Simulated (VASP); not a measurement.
# Si6O in VASP: single point with PBE

Aim: the single point of Si6O with PBE.

Program: VASP 6.6.1. These are calculated values, not measurements. Logs are shortened: lines on timing, memory, paths and dates and some standing lists are left out, and cuts for length are marked.

### Step 1. The cell of the first run

The cell holds a slab with vacuum, 7 atoms: a = 3.851 Å, b = 3.851 Å, c = 22.533 Å, α = 90.00°, β = 90.00°, γ = 120.00°.

### Step 2. Single point, PBE, collinear spin, ferromagnetic start

Input file INCAR:

```
SYSTEM = Si6O
PREC = Accurate
ENCUT = 520
EDIFF = 1E-7
ISMEAR = 0
SIGMA = 0.05
LREAL = .FALSE.
LASPH = .TRUE.
NELM = 150
ALGO = Normal
ISIF = 2
LWAVE = .FALSE.
LCHARG = .FALSE.
ISPIN = 2
MAGMOM = 0 0 0 0 0 0 2
LORBIT = 11
LDIPOL = .TRUE.
IDIPOL = 3
DIPOL = 0.5 0.5 0.365
GGA = PE
NBANDS = 28
```

Input file KPOINTS:

```
regular mesh
0
G
  9 9 1
  0 0 0
```

Input file POSCAR:

```
Si6O
1.0
    3.8512806261      0.0000000000      0.0000000000
   -1.9256403131      3.3353068593      0.0000000000
    0.0000000000      0.0000000000     22.5327139716
Si O
6 1
Direct
    0.6666666667      0.3333333334      0.1775196723
    0.3333333333      0.6666666667      0.2130730340
    0.3333333333      0.6666666667      0.3187592658
    0.6666666667      0.3333333334      0.3526875901
    0.6666666667      0.3333333334      0.4598337302
    0.3333333333      0.6666666667      0.4896309422
    0.6666666667      0.8333333333      0.5416824284
```

Potentials or basis: VASP PAW PBE potentials, release 64 (Si, O).

Launch:

```
$ cat potpaw_PBE.64/Si/POTCAR potpaw_PBE.64/O/POTCAR > POTCAR
$ mpirun -np 1 vasp_std > vasp.out
```

OUTCAR:

```text
SYSTEM = Si6O
   PREC = Accurate
   ENCUT = 520
   EDIFF = 1E-7
   ISMEAR = 0
   LREAL = .FALSE.
   LASPH = .TRUE.
   NELM = 150
   ISIF = 2
   ISPIN = 2
   LORBIT = 11
   GGA = PE

 ion  position               nearest neighbor table
   1  0.667  0.333  0.178-   2 2.36   2 2.36   2 2.36
   2  0.333  0.667  0.213-   1 2.36   1 2.36   1 2.36   3 2.38
   3  0.333  0.667  0.319-   4 2.35   4 2.35   4 2.35   2 2.38
   4  0.667  0.333  0.353-   3 2.35   3 2.35   3 2.35   5 2.41
   5  0.667  0.333  0.460-   6 2.32   6 2.32   6 2.32   4 2.41
   6  0.333  0.667  0.490-   7 1.62   5 2.32   5 2.32   5 2.32
   7  0.667  0.833  0.542-   6 1.62

  LATTYP: Found a hexagonal cell.
 ALAT       =     3.8512806261
 C/A-ratio  =     5.8507068581

  Lattice vectors:

 A1 = (   3.8512806261,   0.0000000000,   0.0000000000)
 A2 = (  -1.9256403131,   3.3353068593,   0.0000000000)
 A3 = (   0.0000000000,   0.0000000000,  22.5327139716)

Analysis of symmetry for initial positions (statically):
=====================================================================
 Subroutine PRICEL returns:
 Original cell was already a primitive cell.

 Routine SETGRP: Setting up the symmetry group for a
 hexagonal supercell.

 Subroutine GETGRP returns: Found  2 space group operations
 (whereof  2 operations were pure point group operations)
 out of a pool of 24 trial point group operations.

The static configuration has the point symmetry C_1h.

Analysis of symmetry for dynamics (positions and initial velocities):
=====================================================================
 Subroutine PRICEL returns:
 Original cell was already a primitive cell.

 Routine SETGRP: Setting up the symmetry group for a
 hexagonal supercell.

 Subroutine GETGRP returns: Found  2 space group operations
 (whereof  2 operations were pure point group operations)
 out of a pool of 24 trial point group operations.

The dynamic configuration has the point symmetry C_1h.

Analysis of structural, dynamic, and magnetic symmetry:
=====================================================================
 Subroutine PRICEL returns:
 Original cell was already a primitive cell.

 Routine SETGRP: Setting up the symmetry group for a
 hexagonal supercell.

 Subroutine GETGRP returns: Found  2 space group operations
 (whereof  2 operations were pure point group operations)
 out of a pool of 24 trial point group operations.

The overall configuration has the point symmetry C_1h.

 Subroutine INISYM returns: Found  2 space group operations
 (whereof  2 operations are pure point group operations),
 and found     1 'primitive' translations

----------------------------------------------------------------------------------------

                                     Primitive cell

  volume of cell :     289.4373

  direct lattice vectors                    reciprocal lattice vectors
     3.851280626  0.000000000  0.000000000     0.259653891  0.149911244  0.000000000
    -1.925640313  3.335306859  0.000000000     0.000000000  0.299822488  0.000000000
     0.000000000  0.000000000 22.532713972     0.000000000  0.000000000  0.044379918

  length of vectors
     3.851280626  3.851280626 22.532713972     0.299822488  0.299822488  0.044379918

  position of ions in fractional coordinates (direct lattice)
     0.666666667  0.333333333  0.177519672
     0.333333333  0.666666667  0.213073034
     0.333333333  0.666666667  0.318759266
     0.666666667  0.333333333  0.352687590
     0.666666667  0.333333333  0.459833730
     0.333333333  0.666666667  0.489630942
     0.666666667  0.833333333  0.541682428

  ion indices of the primitive-cell ions
   primitive index   ion index
                 1           1
                 2           2
                 3           3
[... 58 lines left out ...]
   number of dos      NEDOS =    301   number of ions     NIONS =      7
   total plane-waves  NPLWV = 151200
   dimension x,y,z NGX =    30 NGY =   30 NGZ =  168
   dimension x,y,z NGXF=    60 NGYF=   60 NGZF=  336
   ions per type =               6   1
   NGX,Y,Z   is equivalent  to a cutoff of  12.95, 12.95, 12.40 a.u.
   NGXF,Y,Z  is equivalent  to a cutoff of  25.90, 25.90, 24.79 a.u.
 SYSTEM =  Si6O
   PREC   = accura    normal or accurate (medium, high low for compatibility)
   ISTART =      0    job   : 0-new  1-cont  2-samecut
   ICHARG =      2    charge: 1-file 2-atom 10-const
   ISPIN  =      2    spin polarized calculation?
   LNONCOLLINEAR =      F non collinear calculations
   LSORBIT =      F    spin-orbit coupling
   LASPH  =      T    aspherical Exc in radial PAW
   ENCUT  =  520.0 eV  38.22 Ry    6.18 a.u.   7.16  7.16 41.90*2*pi/ulx,y,z
   NELM   =    150;   NELMIN=  2; NELMDL= -5     # of ELM steps
   EDIFF  = 0.1E-06   stopping-criterion for ELM
   LREAL  =      F    real-space projection
   EDIFFG = 0.1E-05   stopping-criterion for IOM
   NSW    =      0    number of steps for IOM
   IBRION =     -1    ionic relax: 0-MD 1-quasi-New 2-CG
   NFREE  =      0    steps in history (QN), initial steepest desc. (CG)
   ISIF   =      2    stress and relaxation
   ISYM   =      2    0-nonsym 1-usesym 2-fastsym
   POTIM  = 0.5000    time-step for ionic-motion
   TEBEG  =    0.0;   TEEND  =   0.0 temperature during run
   PSTRESS=    0.0 pullay stress
   NELECT =      30.0000    total number of electrons
   NUPDOWN=      -1.0000    fix difference up-down
   EMIN   =  10.00;   EMAX   =-10.00  energy-range for DOS
   EFERMI =   0.00;   METHOD = LEGACY
   ISMEAR =     0;   SIGMA  =   0.05  broadening in eV -4-tet -1-fermi 0-gaus
   EFERMI_NEDOS =   21; number of points for ismear=-14 and -15
   IALGO  =     38    algorithm
   IMIX   =      4    mixing-type and parameters
     AMIX     =   0.40;   BMIX     =  1.00
     AMIX_MAG =   1.60;   BMIX_MAG =  1.00
  volume/ion in A,a.u.               =      41.35       279.03
  Fermi-wavevector in a.u.,A,eV,Ry     =   0.769007  1.453213  8.046106  0.591372
  Thomas-Fermi vector in A             =   1.869903
   LORBIT       =     11    0 simple, 1 ext, 2 COOP (PROOUT), +10 PAW based schemes
   GGA     = PE    functional components
   LHFCALC =     F    Hartree Fock is set to
   AEXX    =    0.0000 exact exchange contribution
   IVDW    =     0    specifies the selected vdW correction
   LEPSILON=     F    determine dielectric tensor
   LRPA    =     F    only Hartree local field effects (RPA)
 spin polarized calculation
 Gauss-broadening in eV      SIGMA  =   0.05
  energy-cutoff  :      520.00
  volume of cell :      289.44
 maximum number of plane-waves:      7845
 NGX is ok and might be reduce to    30
   NGX = 15   NGY = 15   NGZ = 83

 dipolmoment           0.000000      0.000000     -0.021880 electrons x Angstroem

 number of electron      29.9999996 magnetization       0.0789358

 number of electron      29.9999996 magnetization      -0.6661284

 dipolmoment           0.000000      0.000000      0.220177 electrons x Angstroem

 Free energy of the ion-electron system (eV)
  ---------------------------------------------------
  ext. energy  EPLUGINS =         0.00000000
  ---------------------------------------------------
  free energy    TOTEN  =       -36.53153194 eV

  energy without entropy =      -36.52798995  energy(sigma->0) =      -36.52976095

 E-fermi :  -1.1485     XC(G=0):  -4.7993

 val. band max:       -1.1677127977   @ k =  -0.1111   0.2222   0.0000
 cond. band min:      -1.1461950831   @ k =   0.0000   0.2222   0.0000
 fundamental gap:      0.0215177145
 Fermi energy:        -1.1485231920

 spin component 1

 k-point     1 :       0.0000    0.0000    0.0000
  band No.  band energies     occupation
      1     -18.9640      1.00000
      2     -12.5723      1.00000
      3     -11.5667      1.00000
      4     -10.6377      1.00000
      5      -6.5720      1.00000
      6      -4.7082      1.00000
[... 709 lines left out ...]
     26       5.4558      0.00000
     27       6.1253      0.00000

 [... further k-points ...]

 spin component 2

 k-point     1 :       0.0000    0.0000    0.0000
  band No.  band energies     occupation
      1     -18.9335      1.00000
      2     -12.6515      1.00000
      3     -11.6808      1.00000
      4     -10.6759      1.00000
      5      -6.7456      1.00000
      6      -4.8007      1.00000
[... 709 lines left out ...]
     26       5.2687      0.00000
     27       5.9604      0.00000

 [... further k-points ...]

 [bands above 27 left out]

------------------------ aborting loop because EDIFF is reached ----------------------------------------

 vacuum level on the upper side and lower side of the slab       (xc-potential included)         1.460        -1.596

  FORCE on cell =-STRESS in cart. coord.  units (eV):
  Direction    XX          YY          ZZ          XY          YZ          ZX
  --------------------------------------------------------------------------------------
  -------------------------------------------------------------------------------------
  Total        0.8911470      1.4191578      1.1758851     -0.4572707     -0.6107971     -1.0579315
  in kB        4.9329359      7.8557345      6.5091008     -2.5312178     -3.3810617     -5.8561697
  external PRESSURE =       6.4325904 kB  Pullay stress =       0.0000000 kB

 VOLUME and BASIS-vectors are now :
 -----------------------------------------------------------------------------
  energy-cutoff  :      520.00
  volume of cell :      289.44
      direct lattice vectors                 reciprocal lattice vectors
     3.851280626  0.000000000  0.000000000     0.259653891  0.149911244  0.000000000
    -1.925640313  3.335306859  0.000000000     0.000000000  0.299822488  0.000000000
     0.000000000  0.000000000 22.532713972     0.000000000  0.000000000  0.044379918

 POSITION                                       TOTAL-FORCE (eV/Angst)
 -----------------------------------------------------------------------------------
      1.92564      1.11177      4.00000        -0.010835     -0.006256      0.547379
     -0.00000      2.22354      4.80111        -0.003478     -0.002008     -0.823955
     -0.00000      2.22354      7.18251         0.004065      0.002347     -0.012537
      1.92564      1.11177      7.94701         0.178264      0.102921      0.305610
      1.92564      1.11177     10.36130         0.033643      0.019424     -1.006402
     -0.00000      2.22354     11.03271         0.281722      0.162652      0.878420
      0.96282      2.77942     12.20558        -0.483381     -0.279080      0.111484
 -----------------------------------------------------------------------------------
    total drift:                               -0.000071     -0.000040     -0.000043

  FREE ENERGIE OF THE ION-ELECTRON SYSTEM (eV)
  ---------------------------------------------------
  free  energy   TOTEN  =       -36.5315319435 eV

  energy  without entropy=      -36.5279899476  energy(sigma->0) =      -36.52976095

 vacuum level on the upper side and lower side of the slab         6.559         3.450

 total charge

# of ion       s       p       d       tot
------------------------------------------
    1        0.796   0.842   0.000   1.638
    2        0.759   0.911   0.000   1.669
    3        0.766   0.907   0.000   1.673
    4        0.762   0.919   0.000   1.681
    5        0.802   0.874   0.000   1.676
    6        0.759   0.911   0.000   1.670
    7        1.597   3.356   0.000   4.953
--------------------------------------------------
tot          6.242   8.719   0.000  14.961

 magnetization (x)

# of ion       s       p       d       tot
------------------------------------------
    1       -0.031  -0.152   0.000  -0.182
    2       -0.002  -0.012   0.000  -0.015
    3       -0.006  -0.022   0.000  -0.028
    4       -0.002  -0.012   0.000  -0.013
    5        0.001  -0.000   0.000   0.000
    6       -0.002  -0.000   0.000  -0.002
    7        0.000   0.020   0.000   0.020
--------------------------------------------------
tot         -0.042  -0.178   0.000  -0.221
```

It took 14 min on 1 thread of Intel Xeon 6975P-C (Granite Rapids), shared host; peak memory 0.7 GiB.

Results:

| Quantity | Value |
| --- | --- |
| Free energy | -36.5315 eV |
| Largest force | 1.007 eV/Å |
| Net moment | -0.67 μB per cell |
| Site moments | Si -0.18, -0.01, -0.03, +0.00, -0.00 (each value once); O +0.02 μB |
| Valence electrons inside the program's atomic spheres | Si 1.64, 1.67, 1.68 (each value once); O 4.95 |

Forces on the atoms (eV/Å):
```
Si  -0.011 -0.006  0.547
Si  -0.003 -0.002 -0.824
Si   0.004  0.002 -0.013
Si   0.178  0.103  0.306
Si   0.034  0.019 -1.006
Si   0.282  0.163  0.878
O   -0.483 -0.279  0.111
```
